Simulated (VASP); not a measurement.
Write the native input for VASP 6.6.1 that does the following.

| Item | Value |
| --- | --- |
| Task | single point |
| Functional | PBE |
| Potentials or basis | VASP PAW PBE potentials, release 64 (S) |
| Cutoff | 520 eV |
| k mesh | 16 × 16 × 16 |
| Occupations | gaussian, width 0.05 eV |
| Spin | no spin polarisation |
| Dipole correction | no |
| Further INCAR settings | ALGO = Normal; EDIFF = 1e-06; NBANDS = 9 |

The structure of S lies in POSCAR:

```
S
1.0
    2.5792911583      0.0000000000      0.0000000000
    0.0000000000      2.5792911583      0.0000000000
    0.0000000000      0.0000000000      2.5792911583
S
1
Direct
    0.0000000000      0.0000000000      0.0000000000
```

One way to write it, as run:

INCAR

```
SYSTEM = S
  PREC = Accurate
  ENCUT = 520
  EDIFF = 1E-6
  ISMEAR = 0
  SIGMA = 0.05
  LREAL = .False.
  LASPH = .True.
  NELM = 60
  ALGO = Normal
  ISIF = 2
  LWAVE = .False.
  LCHARG = .False.
  GGA = PE
  NBANDS = 9
```

KPOINTS

```
Automatic mesh
0
Gamma
  16 16 16
  0 0 0
```

Potentials or basis: VASP PAW PBE potentials, release 64 (S).

Command:

```sh
$ cat potpaw_PBE.64/S/POTCAR > POTCAR
$ mpirun -np 1 vasp_std > vasp.out
```

It gave:

```json
{
 "Pressure": "-0.1 GPa",
 "Band gap on the k mesh": "zero (band 3 reaches 10.00 eV, above the bottom of band 4 at 3.21 eV)"
}
```

Wall time 6.9 s on 1 thread of Intel(R) Xeon(R) 6975P-C (Granite Rapids), on a shared host, peak memory 0.13 GiB.
